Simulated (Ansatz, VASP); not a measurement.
# One calculation of WS2, two programs

File INCAR:

```
SYSTEM = WS2
  PREC = Accurate
  ENCUT = 520
  EDIFF = 1E-6
  ISMEAR = 0
  SIGMA = 0.05
  LREAL = .FALSE.
  LASPH = .TRUE.
  NELM = 100
  ALGO = Normal
  ISIF = 2
  LWAVE = .FALSE.
  LCHARG = .FALSE.
  GGA = PE
  NBANDS = 35
```

KPOINTS

```
regular mesh
0
G
  12 12 4
  0 0 0
```

POSCAR

```
WS2
1.0
    3.1799996605      0.0000000000      0.0000000000
   -1.5899998303      2.7539604900      0.0000000000
    0.0000000000      0.0000000000     12.5000000000
W S
2 4
Direct
    0.3333333333      0.6666666667      0.2500000000
    0.6666666667      0.3333333333      0.7500000000
    0.3333333333      0.6666666667      0.6200000000
    0.6666666667      0.3333333333      0.1200000000
    0.3333333333      0.6666666667      0.8800000000
    0.6666666667      0.3333333333      0.3800000000
```

Input for Ansatz:

```yaml
crystal:
  lattice:
    - [3.1799996605, 0.0, 0.0]
    - [-1.5899998303, 2.75396049, 0.0]
    - [0.0, 0.0, 12.5]
  atoms:
    - { symbol: W, position: [0.3333333333, 0.6666666667, 0.25] }
    - { symbol: W, position: [0.6666666667, 0.3333333333, 0.75] }
    - { symbol: S, position: [0.3333333333, 0.6666666667, 0.62] }
    - { symbol: S, position: [0.6666666667, 0.3333333333, 0.12] }
    - { symbol: S, position: [0.3333333333, 0.6666666667, 0.88] }
    - { symbol: S, position: [0.6666666667, 0.3333333333, 0.38] }
basis:
  ecutwfc: 420
kpoints:
  mp_grid: { grid: [12, 12, 4] }
hamiltonian:
  xc: pbe
scf:
  occupations: { method: gaussian, width: 0.05 }
output:
  forces: true
  stress: true
  eigenvalues: true
```

Alike in both runs: task single point; functional PBE; k mesh 12 × 12 × 4; occupations gaussian, width 0.05 eV; no spin polarisation.

|  | VASP | Ansatz |
| --- | --- | --- |
| version | VASP 6.6.1 | Ansatz 0.2.0 |
| potentials or method | VASP PAW PBE potentials, release 64 (W_sv, S), cutoff 520 eV | scalar-relativistic, plane waves, PAW |
| valence electrons in the cell | 52 | 52 |

|  | VASP | Ansatz | Ansatz less VASP |
| --- | --- | --- | --- |
| gap on the k mesh at the Fermi level (eV) | 1.01 | 0.99 | -0.014 |
| least direct gap on the mesh (eV) | 1.87 | 1.87 | -0.002 |
| pressure (GPa) | -3.7 | -3.7 | +0.04 |
| traceless stress, the component that is largest in VASP (GPa) | -3.27 | -3.28 | -0.009 |
| rms of the force components (eV/Å) | 0.497 | 0.498 | +0.0011 |

Atom by atom the forces differ by 0.001 eV/Å (rms over components).

Spin-orbit coupling is off throughout.
